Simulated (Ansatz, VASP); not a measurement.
Two plane-wave programs on As

```
CELL_PARAMETERS angstrom
0.00000 2.95072 2.95072
2.95072 0.00000 2.95072
2.95072 2.95072 0.00000
ATOMIC_POSITIONS crystal
As 0.12500 0.12500 0.12500
As 0.87500 0.87500 0.87500
```

Alike in both runs: task single point; functional r2SCAN; k mesh 10 × 10 × 10; occupations fermi-dirac, width 0.1 eV; no spin polarisation.

|  | VASP | Ansatz |
| --- | --- | --- |
| version | VASP 6.6.1 | Ansatz 0.2.0 |
| potentials or method | VASP PAW PBE potentials, release 64 (As), cutoff 520 eV | plane waves (500 eV) with PAW, scalar-relativistic |
| valence electrons in the cell | 10 | 30 |

Ansatz gave:

| Property | Result |
| --- | --- |
| pressure (GPa) | 4.6 |

Task: Which values does VASP return?

Result: Pressure (GPa): 4.7.

VASP's potentials were made for PBE, not for r2SCAN. With one functional, cell and mesh, what is left measures potentials, basis and numerics. VASP's potentials hold 10 valence electrons a cell and Ansatz's 30, so a difference there can come from the potentials and not from the codes.
